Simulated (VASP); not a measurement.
# SiC (F-43m) in VASP: further runs, part 2 of 2

VASP 6.6.1.

## 3. Single point, PBE

This run uses another cell than the first one, of 11.26 Å³/atom, 1.047 times its volume.

INCAR

```
PREC = Accurate ; ENCUT = 520
EDIFF = 1E-6 ; ISMEAR = 0
SIGMA = 0.05 ; LREAL = False
LASPH = True ; NELM = 100
ALGO = Normal ; ISIF = 2
LWAVE = False ; LCHARG = False
GGA = PE ; NBANDS = 11
```

KPOINTS

```
regular mesh
0
Gamma
  12 12 12
```

POSCAR

```
SiC
1.0
    0.0000000000      2.2412333769      2.2412333769
    2.2412333769      0.0000000000      2.2412333769
    2.2412333769      2.2412333769      0.0000000000
Si C
1 1
Direct
    0.0000000000      0.0000000000      0.0000000000
    0.7500000000      0.7500000000      0.7500000000
```

Potentials or basis: VASP PAW PBE potentials, release 64 (Si, C).

Launch:

```console
> cat potpaw_PBE.64/Si/POTCAR potpaw_PBE.64/C/POTCAR > POTCAR
> mpirun -np 1 vasp_std > vasp.out
```

OUTCAR:

```text
PREC = Accurate
   ENCUT = 520
   EDIFF = 1E-6
   ISMEAR = 0
   LREAL = False
   LASPH = True
   NELM = 100
   ISIF = 2
   GGA = PE

 ion  position               nearest neighbor table
   1  0.000  0.000  0.000-   2 1.94   2 1.94   2 1.94   2 1.94
   2  0.750  0.750  0.750-   1 1.94   1 1.94   1 1.94   1 1.94

  LATTYP: Found a face centered cubic cell.
 ALAT       =     4.4824667538

  Lattice vectors:

 A1 = (   0.0000000000,   2.2412333769,   2.2412333769)
 A2 = (   2.2412333769,   0.0000000000,   2.2412333769)
 A3 = (   2.2412333769,   2.2412333769,   0.0000000000)

Analysis of symmetry for initial positions (statically):
=====================================================================
 Subroutine PRICEL returns:
 Original cell was already a primitive cell.

 Routine SETGRP: Setting up the symmetry group for a
 face centered cubic supercell.

 Subroutine GETGRP returns: Found 24 space group operations
 (whereof 24 operations were pure point group operations)
 out of a pool of 48 trial point group operations.

The static configuration has the point symmetry T_d .

Analysis of symmetry for dynamics (positions and initial velocities):
[... 163 lines left out ...]
 fundamental gap:      1.4299473526
 Fermi energy:         7.3926288762

 k-point     1 :       0.0000    0.0000    0.0000
  band No.  band energies     occupation
      1      -7.5696      2.00000
      2       7.1862      2.00000
      3       7.1862      2.00000
      4       7.1862      2.00000
      5      12.4378      0.00000
      6      13.9313      0.00000
      7      13.9313      0.00000
      8      13.9313      0.00000
      9      21.2121      0.00000
     10      21.2121      0.00000
     11      22.3985      0.00000
[... 309 lines left out ...]
 k-point    24 :      -0.4167    0.1667    0.0000
  band No.  band energies     occupation
      1      -3.9997      2.00000
      2      -0.4317      2.00000
      3       4.2083      2.00000
      4       5.7290      2.00000
      5      12.0379      0.00000
      6      14.2862      0.00000
      7      15.2925      0.00000
      8      17.5895      0.00000
      9      21.0871      0.00000
     10      21.8848      0.00000
     11      24.4174      0.00000

 [... further k-points ...]
[... 5 lines left out ...]
  --------------------------------------------------------------------------------------
  -------------------------------------------------------------------------------------
  Total       -1.8140877     -1.8140877     -1.8140877      0.0000000      0.0000000      0.0000000
  in kB     -129.0855475   -129.0855475   -129.0855475      0.0000000      0.0000000      0.0000000
  external PRESSURE =    -129.0855475 kB  Pullay stress =       0.0000000 kB

 VOLUME and BASIS-vectors are now :
 -----------------------------------------------------------------------------
  energy-cutoff  :      520.00
  volume of cell :       22.52
      direct lattice vectors                 reciprocal lattice vectors
     0.000000000  2.241233377  2.241233377    -0.223091448  0.223091448  0.223091448
     2.241233377  0.000000000  2.241233377     0.223091448 -0.223091448  0.223091448
     2.241233377  2.241233377  0.000000000     0.223091448  0.223091448 -0.223091448

 POSITION                                       TOTAL-FORCE (eV/Angst)
 -----------------------------------------------------------------------------------
      0.00000      0.00000      0.00000         0.000000     -0.000000      0.000000
      3.36185      3.36185      3.36185        -0.000000      0.000000     -0.000000
 -----------------------------------------------------------------------------------
    total drift:                               -0.000000     -0.000000     -0.000000

  FREE ENERGIE OF THE ION-ELECTRON SYSTEM (eV)
  ---------------------------------------------------
  free  energy   TOTEN  =       -14.9965764722 eV

  energy  without entropy=      -14.9965764722  energy(sigma->0) =      -14.99657647
```

OSZICAR:

```text
N       E                     dE             d eps       ncg     rms          rms(c)
DAV:   1     0.377607461289E+01    0.37761E+01   -0.38713E+03  1624   0.608E+02
DAV:   2    -0.159634705604E+02   -0.19740E+02   -0.18626E+02  2045   0.108E+02
DAV:   3    -0.166264632383E+02   -0.66299E+00   -0.66126E+00  1926   0.165E+01
DAV:   4    -0.166295143799E+02   -0.30511E-02   -0.30510E-02  1836   0.138E+00
DAV:   5    -0.166295291212E+02   -0.14741E-04   -0.14741E-04  1946   0.905E-02    0.799E+00
DAV:   6    -0.150300109146E+02    0.15995E+01   -0.63672E+00  1773   0.109E+01    0.347E+00
DAV:   7    -0.150033892153E+02    0.26622E-01   -0.29016E-01  1869   0.316E+00    0.164E+00
DAV:   8    -0.149963571532E+02    0.70321E-02   -0.18759E-02  1779   0.912E-01    0.171E-01
DAV:   9    -0.149964472931E+02   -0.90140E-04   -0.18332E-03  1994   0.234E-01    0.110E-01
DAV:  10    -0.149965730310E+02   -0.12574E-03   -0.28512E-04  1787   0.997E-02    0.264E-02
DAV:  11    -0.149965759128E+02   -0.28818E-05   -0.54153E-05  1896   0.365E-02    0.704E-03
DAV:  12    -0.149965764722E+02   -0.55946E-06   -0.24106E-06  1724   0.929E-03
   1 F= -.14996576E+02 E0= -.14996576E+02  d E =-.194744E-11
```

stdout:

```text
POSCAR found type information on POSCAR SiC
 POSCAR found :  2 types and       2 ions
 scaLAPACK will be used
 LDA part: xc-table for (Slater+PW92), standard interpolation
 POSCAR, INCAR and KPOINTS ok, starting setup
 FFT: planning ... GRIDC
 FFT: planning ... GRID_SOFT
 FFT: planning ... GRID
 WAVECAR not read
 entering main loop
```

Run time: 7.6 s. Hardware: 1 thread of Intel Xeon Platinum 8488C (Sapphire Rapids), shared host; peak memory 0.14 GiB.

Results:

- Free energy: -14.9966 eV
- Pressure: -12.9 GPa
- Band gap on the k mesh: 1.43 eV, indirect (least direct gap 4.45 eV)

Levels at points of the mesh, in eV from the valence-band top:
```csv
k point,band 1,band 2,band 3,band 4,band 5,band 6,band 7,band 8,band 9
"(0.00, 0.00, 0.00)",-14.76,0.00,0.00,0.00,5.25,6.75,6.75,6.75,14.03
"(0.50, 0.00, 0.00)",-11.49,-8.09,-1.03,-1.03,4.69,6.89,6.89,9.59,15.23
"(0.50, 0.50, 0.00)",-10.13,-7.54,-3.02,-3.02,1.43,4.04,13.07,13.07,13.71
```

## 4. Single point, PBE

This run uses another cell than the first one, of 11.00 Å³/atom, 1.023 times its volume.

INCAR

```
SYSTEM = SiC
  PREC = Accurate
  ENCUT = 520
  EDIFF = 1E-6
  ISMEAR = 0
  SIGMA = 0.05
  LREAL = .FALSE.
  LASPH = .TRUE.
  NELM = 80
  ALGO = Normal
  ISIF = 2
  LWAVE = .FALSE.
  LCHARG = .FALSE.
  GGA = PE
  NBANDS = 11
```

KPOINTS

```
Automatic mesh
0
G
  12 12 12
  0 0 0
```

POSCAR

```
SiC
1.0
    0.0000000000      2.2243170062      2.2243170062
    2.2243170062      0.0000000000      2.2243170062
    2.2243170062      2.2243170062      0.0000000000
Si C
1 1
Direct
    0.0000000000      0.0000000000      0.0000000000
    0.7500000000      0.7500000000      0.7500000000
```

Launch:

```console
> cat potpaw_PBE.64/Si/POTCAR potpaw_PBE.64/C/POTCAR > POTCAR
> mpirun -np 1 vasp_std > vasp.out
```

It took 7.8 s on 1 thread of Intel Xeon Platinum 8488C (Sapphire Rapids), shared host; peak memory 0.14 GiB.

The run converged. Its results:

| Property | Result |
| --- | --- |
| Free energy | -15.0313 eV |
| Pressure | -9.1 GPa |
| Band gap on the k mesh | 1.41 eV, indirect (least direct gap 4.48 eV) |

Levels at points of the mesh, in eV from the valence-band top:
| k point | band 2 | band 3 | band 4 | band 5 | band 6 | band 7 |
| --- | --- | --- | --- | --- | --- | --- |
| (0.00, 0.00, 0.00) | 0.00 | 0.00 | 0.00 | 5.51 | 6.89 | 6.89 |
| (0.50, 0.00, 0.00) | -8.20 | -1.04 | -1.04 | 4.88 | 6.98 | 6.98 |
| (0.50, 0.50, 0.00) | -7.61 | -3.07 | -3.07 | 1.41 | 4.11 | 13.32 |

A k mesh can miss the band edges.

## 5. Single point, PBE

This run uses another cell than the first one, of 11.51 Å³/atom, 1.070 times its volume.

INCAR

```
  PREC = Accurate
  ENCUT = 520
  EDIFF = 1E-7
  ISMEAR = 0
  SIGMA = 0.05
  LREAL = False
  LASPH = True
  NELM = 100
  ALGO = Normal
  ISIF = 2
  LWAVE = False
  LCHARG = False
  GGA = PE
  NBANDS = 11
```

KPOINTS

```
Automatic mesh
0
Gamma
  12 12 12
```

POSCAR

```
SiC
1.0
    0.0000000000      2.2578327829      2.2578327829
    2.2578327829      0.0000000000      2.2578327829
    2.2578327829      2.2578327829      0.0000000000
Si C
1 1
Direct
    0.0000000000      0.0000000000      0.0000000000
    0.7500000000      0.7500000000      0.7500000000
```

Launch:

```console
> cat potpaw_PBE.64/Si/POTCAR potpaw_PBE.64/C/POTCAR > POTCAR
> mpirun -np 1 vasp_std > vasp.out
```

Wall time 10 s (1 thread of Intel Xeon Platinum 8488C (Sapphire Rapids), shared host); peak memory 0.14 GiB.

Results (log left out):

| Quantity | Value |
| --- | --- |
| Free energy | -14.9507 eV |
| Pressure | -16.3 GPa |
| Band gap on the k mesh | 1.45 eV, indirect (least direct gap 4.42 eV) |

Levels at points of the mesh, in eV from the valence-band top:
| k point | band 1 | band 2 | band 3 | band 4 | band 5 | band 6 | band 7 | band 8 | band 9 |
| --- | --- | --- | --- | --- | --- | --- | --- | --- | --- |
| (0.00, 0.00, 0.00) | -14.59 | 0.00 | 0.00 | 0.00 | 5.00 | 6.61 | 6.61 | 6.61 | 13.90 |
| (0.50, 0.00, 0.00) | -11.40 | -7.97 | -1.02 | -1.02 | 4.50 | 6.80 | 6.80 | 9.46 | 14.99 |
| (0.50, 0.50, 0.00) | -10.06 | -7.48 | -2.98 | -2.98 | 1.45 | 3.97 | 12.82 | 12.82 | 13.44 |

A k mesh can miss the band edges.

## 6. Single point, PBE

This run uses another cell than the first one, of 11.76 Å³/atom, 1.094 times its volume.

INCAR

```
SYSTEM = SiC
PREC     = Accurate       ! precision mode
ENCUT    = 520            ! plane-wave cutoff, eV
EDIFF    = 1E-7           ! SCF threshold, eV
ISMEAR   = 0              ! smearing method
SIGMA    = 0.05           ! smearing width, eV
LREAL    = .FALSE.        ! projectors in reciprocal space
LASPH    = .TRUE.         ! aspherical terms in the spheres
NELM     = 100            ! most SCF steps
ALGO     = Normal         ! electronic algorithm
ISIF     = 2              ! what is computed and relaxed
LWAVE    = .FALSE.        ! write WAVECAR
LCHARG   = .FALSE.        ! write CHGCAR
GGA      = PE             ! functional
NBANDS   = 11             ! bands
```

KPOINTS

```
Automatic mesh
0
G
  12 12 12
  0 0 0
```

POSCAR

```
SiC
1.0
    0.0000000000      2.2741916381      2.2741916381
    2.2741916381      0.0000000000      2.2741916381
    2.2741916381      2.2741916381      0.0000000000
Si C
1 1
Direct
    0.0000000000      0.0000000000      0.0000000000
    0.7500000000      0.7500000000      0.7500000000
```

Potentials or basis: VASP PAW PBE potentials, release 64 (Si, C).

Launch:

```console
> cat potpaw_PBE.64/Si/POTCAR potpaw_PBE.64/C/POTCAR > POTCAR
> mpirun -np 1 vasp_std > vasp.out
```

Wall time 8.6 s (1 thread of Intel Xeon Platinum 8488C (Sapphire Rapids), shared host); peak memory 0.14 GiB.

The run converged. Its results:

```
Free energy            : -14.8949 eV
Pressure               : -19.2 GPa
Band gap on the k mesh : 1.46 eV, indirect (least direct gap 4.40 eV)
```

Levels at points of the mesh, in eV from the valence-band top:
```
           k point  band 1  band 2  band 3  band 4  band 5  band 6  band 7  band 8
(0.00, 0.00, 0.00)  -14.43    0.00    0.00    0.00    4.75    6.47    6.47    6.47
(0.50, 0.00, 0.00)  -11.32   -7.87   -1.02   -1.02    4.31    6.72    6.72    9.34
(0.50, 0.50, 0.00)  -10.00   -7.42   -2.94   -2.94    1.46    3.90   12.58   12.58
```

A k mesh can miss the band edges.

## 7. Summary

| cell | gap on the mesh (eV) | pressure (GPa) |
| --- | --- | --- |
| a = 3.121 Å, angles 60.0°, 2 atoms | 1.39 | -4.8 |
| a = 3.170 Å, angles 60.0°, 2 atoms | 1.43 | -12.9 |
| a = 3.146 Å, angles 60.0°, 2 atoms | 1.41 | -9.1 |
| a = 3.193 Å, angles 60.0°, 2 atoms | 1.45 | -16.3 |
| a = 3.216 Å, angles 60.0°, 2 atoms | 1.46 | -19.2 |

Alike in all rows: task single point; level PBE; potentials or basis VASP PAW PBE potentials, release 64 (Si, C); no spin polarisation; k mesh 12 × 12 × 12; cutoff (eV) 520; smearing gaussian 0.05 eV.

Total energies depend on the potentials used, so only differences within one code and one set of settings carry meaning.
